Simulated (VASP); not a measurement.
A run of VASP 6.6.1 is set up as follows.

The input INCAR:

```
SYSTEM = Ru
ALGO = Fast
EDIFF = 1E-7
ENCUT = 520
GGA = CA
ISIF = 2
ISMEAR = 0
LASPH = .True.
LCHARG = .False.
LREAL = .False.
LWAVE = .False.
NBANDS = 21
NELM = 80
PREC = Accurate
SIGMA = 0.15
```

Contents of KPOINTS:

```
k-points
0
Gamma
  21 21 10
  0 0 0
```

POSCAR

```
Ru
1.0
    2.7810211546      0.0000000000      0.0000000000
   -1.3905105773      2.4084349683      0.0000000000
    0.0000000000      0.0000000000      4.2267610266
Ru
2
Direct
    0.3333333333      0.6666666667      0.2500000000
    0.6666666667      0.3333333333      0.7500000000
```

Potentials or basis: VASP PAW LDA potentials, release 64 (Ru_pv).

Command:

```bash
$ cat potpaw_LDA.64/Ru_pv/POTCAR > POTCAR
$ mpirun -np 1 vasp_std > vasp.out
```

Problem. Estimate the pressure.

Solution. -22.1 GPa.

Problem. Estimate the band gap on the k mesh.

Solution. Zero (bands 14 and 15 overlap by 2.98 eV).

Stress tensor (GPa, compression positive):
```
-26.50   0.00   0.00
  0.00 -26.50   0.00
  0.00   0.00 -13.44
```

Caveat: the stress differs along the axes, from -26 to -13 GPa.
